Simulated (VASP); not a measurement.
Crystal: CdS.

```xyz
16
Lattice="0.0000 6.0079 -6.0079 -6.0079 0.0000 -6.0079 -6.0079 6.0079 0.0000" Properties=species:S:1:pos:R:3 pbc="T T T"
Cd   -3.0601    2.8388   -6.0261
Cd   -2.8630    0.4264   -3.1332
Cd    0.1930    3.1683   -2.6282
Cd   -0.3072   -0.1837   -0.0605
Cd   -6.0167    5.9641   -6.3930
Cd   -5.9108    2.8158   -2.9833
Cd   -3.5044    6.0471   -3.1132
Cd   -2.9055    3.0791    0.1778
S    -4.1765    7.4586   -7.3669
S    -4.6766    4.4340   -4.6987
S    -7.1359    7.6603  -10.7502
S    -7.8810    4.7209   -7.6605
S    -7.0792    9.5716   -6.8702
S    -7.0458    7.6193   -4.4008
S   -10.3310   10.7047  -10.5013
S   -10.5497    7.4732   -7.3809
```

This cell differs from its parent crystal: dynamics (nve) at 2600 K, volume x 1.1, from the last frame before.

Base run:

```yaml
Program: VASP 6.6.1
Functional: PBE
Potentials_or_basis: VASP PAW PBE potentials, release 64 (Cd, S)
Cutoff: 520 eV
k_mesh: 2 × 2 × 2, shifted
Occupations: fermi-dirac, width 0.2241 eV
Spin: no spin polarisation
```

Its results: band gap on the k mesh 1.27 eV (least direct gap 1.30 eV); pressure -0.2 GPa; largest force 2.905 eV/Å.

**Question.** The run is repeated on the same cell with these changes: cutoff from 520 eV to 400 eV; further incar settings from LREAL = Auto; ALGO = Normal; EDIFF = 1e-06; NBANDS = 86 to LREAL = Auto; ALGO = Normal; EDIFF = 1e-06; NBANDS = 86; ISYM = -1. What comes out?

**Answer.** Band gap on the k mesh 1.39 eV (least direct gap 1.48 eV); pressure -0.5 GPa; largest force 2.891 eV/Å.

Caveats: the atoms stand as in a frame of molecular dynamics; a shifted mesh leaves out Γ, where band edges can lie; forces of over 1 eV/Å act on the atoms, so gaps and moduli don't describe the material at rest.

A k mesh can miss the band edges.
